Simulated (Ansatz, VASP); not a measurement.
**Co: VASP beside Ansatz**

```
Co
1.0
     2.57088    0.00000    0.00000
    -1.28544    2.22645    0.00000
     0.00000    0.00000    4.02114
Co
2
Direct
  0.66667 0.33333 0.75000
  0.33333 0.66667 0.25000
```

Alike in both runs: task single point; functional PBE; k mesh 10 × 10 × 6; occupations fermi-dirac, width 0.05 eV; collinear spin.

|  | VASP | Ansatz |
| --- | --- | --- |
| version | VASP 6.6.1 | Ansatz 0.2.0 |
| potentials or method | VASP PAW PBE potentials, release 64 (Co) | Ansatz PAW |
| plane-wave cutoff (eV) | 520 | 420 |
| valence electrons in the cell | 18 | 34 |

|  | VASP | Ansatz | Ansatz less VASP |
| --- | --- | --- | --- |
| gap on the k mesh at the Fermi level (eV) | none | none | - |
| pressure (GPa) | -10.7 | -10.4 | +0.34 |
| traceless stress, the component that is largest in VASP (GPa) | 4.62 | 4.87 | +0.248 |
| net moment per atom (μB) | 1.66 | 1.66 | +0.002 |
| size of the moment on the site where the two differ most (μB) | 1.69 | 1.75 | +0.055 |

Site moments also hang on the region over which each program counts them. A gap of «none» marks a metal or a gap that the smearing closes. VASP's potentials hold 18 valence electrons a cell and Ansatz's 34, so a difference there can come from the potentials and not from the codes.
